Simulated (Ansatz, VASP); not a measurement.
# One calculation of FeSi, two programs

File INCAR:

```
  PREC = Accurate
  ENCUT = 520
  EDIFF = 1E-7
  ISMEAR = 0
  SIGMA = 0.01
  LREAL = F
  LASPH = T
  NELM = 60
  ALGO = Normal
  ISIF = 2
  LWAVE = F
  LCHARG = F
  GGA = PE
  IBRION = 2
  NSW = 50
  EDIFFG = -0.01
```

Contents of KPOINTS:

```
regular mesh
0
Gamma
  8 8 8
```

File POSCAR:

```
FeSi
1.0
    4.4920118094      0.0000000000      0.0000000000
    0.0000000000      4.4920118094      0.0000000000
    0.0000000000      0.0000000000      4.4920118094
Fe Si
4 4
Direct
    0.1359900678      0.1359900678      0.1359900678
    0.3640099322      0.8640099322      0.6359900678
    0.6359900678      0.3640099322      0.8640099322
    0.8640099322      0.6359900678      0.3640099322
    0.8407102850      0.8407102850      0.8407102850
    0.6592897150      0.1592897150      0.3407102850
    0.3407102850      0.6592897150      0.1592897150
    0.1592897150      0.3407102850      0.6592897150
```

Input for Ansatz:

```yaml
crystal:
  lattice:
    - [4.4920118094, 0.0, 0.0]
    - [0.0, 4.4920118094, 0.0]
    - [0.0, 0.0, 4.4920118094]
  atoms:
    - { symbol: Fe, position: [0.1359900678, 0.1359900678, 0.1359900678] }
    - { symbol: Fe, position: [0.3640099322, 0.8640099322, 0.6359900678] }
    - { symbol: Fe, position: [0.6359900678, 0.3640099322, 0.8640099322] }
    - { symbol: Fe, position: [0.8640099322, 0.6359900678, 0.3640099322] }
    - { symbol: Si, position: [0.840710285, 0.840710285, 0.840710285] }
    - { symbol: Si, position: [0.659289715, 0.159289715, 0.340710285] }
    - { symbol: Si, position: [0.340710285, 0.659289715, 0.159289715] }
    - { symbol: Si, position: [0.159289715, 0.340710285, 0.659289715] }
basis:
  ecutwfc: 420
kpoints:
  mp_grid: { grid: [8, 8, 8] }
hamiltonian:
  xc: pbe
scf:
  occupations: { method: gaussian, width: 0.01 }
output:
  forces: true
  stress: true
  eigenvalues: true
relax:
  adjacent_minimum: "off"
  f_tol: 0.01
  max_steps: 30
```

Alike in both runs: task relaxation of the atoms; functional PBE; k mesh 8 × 8 × 8; occupations gaussian, width 0.01 eV; no spin polarisation.

|  | VASP | Ansatz |
| --- | --- | --- |
| version | VASP 6.6.1 | Ansatz 0.2.0 |
| potentials or method | VASP PAW PBE potentials, release 64 (Fe, Si), cutoff 520 eV | scalar-relativistic, plane waves, PAW |
| valence electrons in the cell | 48 | 80 |

Ansatz gave:

- gap on the k mesh at the Fermi level, each at its own relaxed structure (eV): 0.17

Problem. Estimate VASP's values.

Solution. gap on the k mesh at the Fermi level, each at its own relaxed structure (eV): 0.16.

VASP's potentials hold 48 valence electrons a cell and Ansatz's 80, so a difference there can come from the potentials and not from the codes. Ansatz's warnings: stress scf threshold loose.
